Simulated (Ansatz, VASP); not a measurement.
# One calculation of Ag, two programs

```
Ag
1.0
     0.00000    2.04283    2.04283
     2.04283    0.00000    2.04283
     2.04283    2.04283    0.00000
Ag
1
Direct
  0.00000 0.00000 0.00000
```

Alike in both runs: task relaxation of cell and atoms; functional PBEsol; k mesh 16 × 16 × 16; occupations fermi-dirac, width 0.1 eV; no spin polarisation.

|  | VASP | Ansatz |
| --- | --- | --- |
| version | VASP 6.6.1 | Ansatz 0.2.0 |
| potentials or method | VASP PAW PBE potentials, release 64 (Ag) | PAW with Ansatz's default frozen-core files, scalar-relativistic |
| plane-wave cutoff (eV) | 600 | 420 |
| valence electrons in the cell | 11 | 19 |

|  | VASP | Ansatz | Ansatz less VASP |
| --- | --- | --- | --- |
| relaxed volume (Å³/atom) | 16.63 | 16.66 | +0.031 |
| relaxed length of the cell vector where the two differ most in proportion (Å) | 2.865 | 2.867 | +0.0018 |

VASP's potentials were made for PBE, not for PBEsol. VASP's potentials hold 11 valence electrons a cell and Ansatz's 19, so a difference there can come from the potentials and not from the codes.
